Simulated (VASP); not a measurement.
# SnTe (Pm-3m) in VASP: single point with LDA

Aim: the single point of SnTe with LDA.

Program: VASP 6.6.1. These are calculated values, not measurements. Logs are shortened: lines on timing, memory, paths and dates and some standing lists are left out, and cuts for length are marked.

## 1. The cell of the first run

Symmetry: Pm-3m, No. 221, cubic system. Conventional cell: a = 3.905 Å, b = 3.905 Å, c = 3.905 Å, α = 90.00°, β = 90.00°, γ = 90.00°. Within 4.4 Å of Sn (site symmetry m-3m) lie 8 Te at 3.38 Å and 6 Sn at 3.90 Å. Te (site symmetry m-3m) has 8 Sn at 3.38 Å and 6 Te at 3.90 Å within 4.4 Å.

## 2. Single point, LDA

File INCAR:

```
SYSTEM = SnTe
PREC     = Accurate       ! precision mode
ENCUT    = 500            ! plane-wave cutoff, eV
EDIFF    = 1E-6           ! SCF threshold, eV
ISMEAR   = 0              ! smearing method
SIGMA    = 0.1            ! smearing width, eV
LREAL    = .FALSE.        ! projectors in reciprocal space
LASPH    = .TRUE.         ! aspherical terms in the spheres
NELM     = 120            ! most SCF steps
ALGO     = Normal         ! electronic algorithm
ISIF     = 2              ! what is computed and relaxed
LWAVE    = .FALSE.        ! write WAVECAR
LCHARG   = .FALSE.        ! write CHGCAR
NBANDS   = 17             ! bands
GGA_COMPAT= .FALSE.
```

File KPOINTS:

```
regular mesh
0
G
  6 6 6
  0 0 0
```

File POSCAR:

```
SnTe
1.0
    3.9047000000      0.0000000000      0.0000000000
    0.0000000000      3.9047000000      0.0000000000
    0.0000000000      0.0000000000      3.9047000000
Sn Te
1 1
Direct
    0.0000000000      0.0000000000      0.0000000000
    0.5000000000      0.5000000000      0.5000000000
```

Potentials or basis: VASP PAW LDA potentials, release 64 (Sn_d, Te).

Started as:

```sh
cat potpaw_LDA.64/Sn_d/POTCAR potpaw_LDA.64/Te/POTCAR > POTCAR
mpirun -np 1 vasp_std > vasp.out
```

OUTCAR:

```text
SYSTEM = SnTe
   PREC = Accurate
   ENCUT = 500
   EDIFF = 1E-6
   ISMEAR = 0
   LREAL = .FALSE.
   LASPH = .TRUE.
   NELM = 120
   ISIF = 2

 ion  position               nearest neighbor table
   1  0.000  0.000  0.000-   2 3.38   2 3.38   2 3.38   2 3.38   2 3.38   2 3.38   2 3.38   2 3.38

   2  0.500  0.500  0.500-   1 3.38   1 3.38   1 3.38   1 3.38   1 3.38   1 3.38   1 3.38   1 3.38

  LATTYP: Found a simple cubic cell.
 ALAT       =     3.9047000000

  Lattice vectors:

 A1 = (   3.9047000000,   0.0000000000,   0.0000000000)
 A2 = (   0.0000000000,   3.9047000000,   0.0000000000)
 A3 = (   0.0000000000,   0.0000000000,   3.9047000000)

Analysis of symmetry for initial positions (statically):
=====================================================================
 Subroutine PRICEL returns:
 Original cell was already a primitive cell.

 Routine SETGRP: Setting up the symmetry group for a
 simple cubic supercell.

 Subroutine GETGRP returns: Found 48 space group operations
 (whereof 48 operations were pure point group operations)
 out of a pool of 48 trial point group operations.

The static configuration has the point symmetry O_h .

Analysis of symmetry for dynamics (positions and initial velocities):
=====================================================================
 Subroutine PRICEL returns:
 Original cell was already a primitive cell.

 Routine SETGRP: Setting up the symmetry group for a
 simple cubic supercell.

 Subroutine GETGRP returns: Found 48 space group operations
 (whereof 48 operations were pure point group operations)
 out of a pool of 48 trial point group operations.

The dynamic configuration has the point symmetry O_h .

 Subroutine INISYM returns: Found 48 space group operations
 (whereof 48 operations are pure point group operations),
 and found     1 'primitive' translations

----------------------------------------------------------------------------------------

                                     Primitive cell

  volume of cell :      59.5337

  direct lattice vectors                    reciprocal lattice vectors
     3.904700000  0.000000000  0.000000000     0.256101621  0.000000000  0.000000000
     0.000000000  3.904700000  0.000000000     0.000000000  0.256101621  0.000000000
     0.000000000  0.000000000  3.904700000     0.000000000  0.000000000  0.256101621

  length of vectors
     3.904700000  3.904700000  3.904700000     0.256101621  0.256101621  0.256101621

  position of ions in fractional coordinates (direct lattice)
     0.000000000  0.000000000  0.000000000
     0.500000000  0.500000000  0.500000000

  ion indices of the primitive-cell ions
   primitive index   ion index
                 1           1
                 2           2

----------------------------------------------------------------------------------------

 KPOINTS: regular mesh

Automatic generation of k-mesh.
 Grid dimensions read from file:
 generate k-points for:    6    6    6

 Generating k-lattice:

  Cartesian coordinates                     Fractional coordinates (reciprocal lattice)
     0.042683604  0.000000000  0.000000000     0.166666667  0.000000000  0.000000000
     0.000000000  0.042683604  0.000000000     0.000000000  0.166666667  0.000000000
     0.000000000  0.000000000  0.042683604     0.000000000  0.000000000  0.166666667

  Length of vectors
     0.042683604  0.042683604  0.042683604

  Shift w.r.t. Gamma in fractional coordinates (k-lattice)
     0.000000000  0.000000000  0.000000000

 Subroutine IBZKPT returns following result:
 ===========================================

 Found     20 irreducible k-points:

 Following reciprocal coordinates:
            Coordinates               Weight
  0.000000  0.000000  0.000000      1.000000
  0.166667  0.000000  0.000000      6.000000
  0.333333  0.000000  0.000000      6.000000
  0.500000  0.000000  0.000000      3.000000
  0.166667  0.166667  0.000000     12.000000
  0.333333  0.166667  0.000000     24.000000
[... 12 lines left out ...]
  0.500000  0.500000  0.333333      6.000000
  0.500000  0.500000  0.500000      1.000000
   k-points           NKPTS =     20   k-points in BZ     NKDIM =     20   number of bands    NBANDS=     17
   number of dos      NEDOS =    301   number of ions     NIONS =      2
   total plane-waves  NPLWV =  21952
   dimension x,y,z NGX =    28 NGY =   28 NGZ =   28
   dimension x,y,z NGXF=    56 NGYF=   56 NGZF=   56
   ions per type =               1   1
   NGX,Y,Z   is equivalent  to a cutoff of  11.92, 11.92, 11.92 a.u.
   NGXF,Y,Z  is equivalent  to a cutoff of  23.84, 23.84, 23.84 a.u.
 SYSTEM =  SnTe
   PREC   = accura    normal or accurate (medium, high low for compatibility)
   ISTART =      0    job   : 0-new  1-cont  2-samecut
   ICHARG =      2    charge: 1-file 2-atom 10-const
   ISPIN  =      1    spin polarized calculation?
   LNONCOLLINEAR =      F non collinear calculations
   LSORBIT =      F    spin-orbit coupling
   LASPH  =      T    aspherical Exc in radial PAW
   ENCUT  =  500.0 eV  36.75 Ry    6.06 a.u.   7.12  7.12  7.12*2*pi/ulx,y,z
   NELM   =    120;   NELMIN=  2; NELMDL= -5     # of ELM steps
   EDIFF  = 0.1E-05   stopping-criterion for ELM
   LREAL  =      F    real-space projection
   EDIFFG = 0.1E-04   stopping-criterion for IOM
   NSW    =      0    number of steps for IOM
   IBRION =     -1    ionic relax: 0-MD 1-quasi-New 2-CG
   NFREE  =      0    steps in history (QN), initial steepest desc. (CG)
   ISIF   =      2    stress and relaxation
   ISYM   =      2    0-nonsym 1-usesym 2-fastsym
   POTIM  = 0.5000    time-step for ionic-motion
   TEBEG  =    0.0;   TEEND  =   0.0 temperature during run
   PSTRESS=    0.0 pullay stress
   NELECT =      20.0000    total number of electrons
   NUPDOWN=      -1.0000    fix difference up-down
   EMIN   =  10.00;   EMAX   =-10.00  energy-range for DOS
   EFERMI =   0.00;   METHOD = LEGACY
   ISMEAR =     0;   SIGMA  =   0.10  broadening in eV -4-tet -1-fermi 0-gaus
   EFERMI_NEDOS =   21; number of points for ismear=-14 and -15
   IALGO  =     38    algorithm
   IMIX   =      4    mixing-type and parameters
     AMIX     =   0.40;   BMIX     =  1.00
     AMIX_MAG =   1.60;   BMIX_MAG =  1.00
  volume/ion in A,a.u.               =      29.77       200.88
  Fermi-wavevector in a.u.,A,eV,Ry     =   1.138057  2.150615 17.621893  1.295173
  Thomas-Fermi vector in A             =   2.274761
   LORBIT       =      0    0 simple, 1 ext, 2 COOP (PROOUT), +10 PAW based schemes
   GGA     = CA    functional components
   LHFCALC =     F    Hartree Fock is set to
   AEXX    =    0.0000 exact exchange contribution
   IVDW    =     0    specifies the selected vdW correction
   LEPSILON=     F    determine dielectric tensor
   LRPA    =     F    only Hartree local field effects (RPA)
 non-spin polarized calculation
 Gauss-broadening in eV      SIGMA  =   0.10
  energy-cutoff  :      500.00
  volume of cell :       59.53
 maximum number of plane-waves:      1532
   NGX = 15   NGY = 15   NGZ = 15

 number of electron      19.9999991 magnetization

 Free energy of the ion-electron system (eV)
  ---------------------------------------------------
  ext. energy  EPLUGINS =         0.00000000
  ---------------------------------------------------
  free energy    TOTEN  =        -8.34772498 eV

  energy without entropy =       -8.34166840  energy(sigma->0) =       -8.34469669

 E-fermi :   6.8219     XC(G=0): -10.0859

 val. band max:        6.7972204995   @ k =   0.5000   0.0000   0.0000
 cond. band min:       6.8422040647   @ k =   0.5000   0.5000   0.3333
 fundamental gap:      0.0449835652
 Fermi energy:         6.8219115142

 k-point     1 :       0.0000    0.0000    0.0000
  band No.  band energies     occupation
      1     -14.6683      2.00000
      2     -14.6683      2.00000
      3     -14.6312      2.00000
      4     -14.6312      2.00000
      5     -14.6312      2.00000
      6      -5.4810      2.00000
[... 9 lines left out ...]
     16      17.7063      0.00000
     17      17.7063      0.00000

 k-point     2 :       0.1667    0.0000    0.0000
  band No.  band energies     occupation
      1     -14.6680      2.00000
      2     -14.6600      2.00000
      3     -14.6339      2.00000
      4     -14.6339      2.00000
      5     -14.6310      2.00000
      6      -5.2679      2.00000
[... 9 lines left out ...]
     16      16.6073      0.00000
     17      17.2436      0.00000

 k-point     3 :       0.3333    0.0000    0.0000
  band No.  band energies     occupation
      1     -14.6673      2.00000
      2     -14.6435      2.00000
      3     -14.6394      2.00000
      4     -14.6394      2.00000
      5     -14.6307      2.00000
      6      -4.7119      2.00000
[... 9 lines left out ...]
     16      15.3271      0.00000
     17      17.7290      0.00000

 k-point     4 :       0.5000    0.0000    0.0000
  band No.  band energies     occupation
      1     -14.6670      2.00000
      2     -14.6421      2.00000
      3     -14.6421      2.00000
      4     -14.6352      2.00000
      5     -14.6305      2.00000
      6      -4.2976      2.00000
[... 9 lines left out ...]
     16      18.7079      0.00000
     17      19.0747      0.00000
[... 263 lines left out ...]
      1     -14.6517      2.00000
      2     -14.6507      2.00000
      3     -14.6471      2.00000
      4     -14.6289      2.00000
      5     -14.6205      2.00000
      6      -3.3253      2.00000
[... 9 lines left out ...]
     16      17.7334      0.00000
     17      19.8532      0.00000

 k-point    19 :       0.5000    0.5000    0.3333
  band No.  band energies     occupation
      1     -14.6547      2.00000
      2     -14.6502      2.00000
      3     -14.6502      2.00000
      4     -14.6245      2.00000
      5     -14.6161      2.00000
      6      -3.1536      2.00000
[... 9 lines left out ...]
     16      18.8734      0.00000
     17      19.8478      0.00000

 k-point    20 :       0.5000    0.5000    0.5000
  band No.  band energies     occupation
      1     -14.6536      2.00000
      2     -14.6536      2.00000
      3     -14.6536      2.00000
      4     -14.6159      2.00000
      5     -14.6159      2.00000
      6      -3.0097      2.00000
[... 9 lines left out ...]
     16      20.7252      0.00000
     17      21.7726      0.00000

------------------------ aborting loop because EDIFF is reached ----------------------------------------

  FORCE on cell =-STRESS in cart. coord.  units (eV):
  Direction    XX          YY          ZZ          XY          YZ          ZX
  --------------------------------------------------------------------------------------
  -------------------------------------------------------------------------------------
  Total       -1.4357943     -1.4357943     -1.4357943      0.0000000      0.0000000      0.0000000
  in kB      -38.6402367    -38.6402367    -38.6402367      0.0000000      0.0000000      0.0000000
  external PRESSURE =     -38.6402367 kB  Pullay stress =       0.0000000 kB

 VOLUME and BASIS-vectors are now :
 -----------------------------------------------------------------------------
  energy-cutoff  :      500.00
  volume of cell :       59.53
      direct lattice vectors                 reciprocal lattice vectors
     3.904700000  0.000000000  0.000000000     0.256101621  0.000000000  0.000000000
     0.000000000  3.904700000  0.000000000     0.000000000  0.256101621  0.000000000
     0.000000000  0.000000000  3.904700000     0.000000000  0.000000000  0.256101621

 POSITION                                       TOTAL-FORCE (eV/Angst)
 -----------------------------------------------------------------------------------
      0.00000      0.00000      0.00000         0.000000      0.000000      0.000000
      1.95235      1.95235      1.95235         0.000000      0.000000      0.000000
 -----------------------------------------------------------------------------------
    total drift:                               -0.000000      0.000000     -0.000000

  FREE ENERGIE OF THE ION-ELECTRON SYSTEM (eV)
  ---------------------------------------------------
  free  energy   TOTEN  =        -8.3477249751 eV

  energy  without entropy=       -8.3416683983  energy(sigma->0) =       -8.34469669
```

Wall time 10 s (1 thread of AMD EPYC 9R14 (Zen 4), shared host); peak memory 0.12 GiB.

What came out:

```yaml
Free_energy: -8.3477 eV
Pressure: -3.9 GPa
Band_gap_on_the_k_mesh: zero (band 10 reaches 7.26 eV, above the bottom of band 11 at 5.52 eV)
```

Caveat: spin-orbit coupling is left out, which moves the levels of the heavy elements.
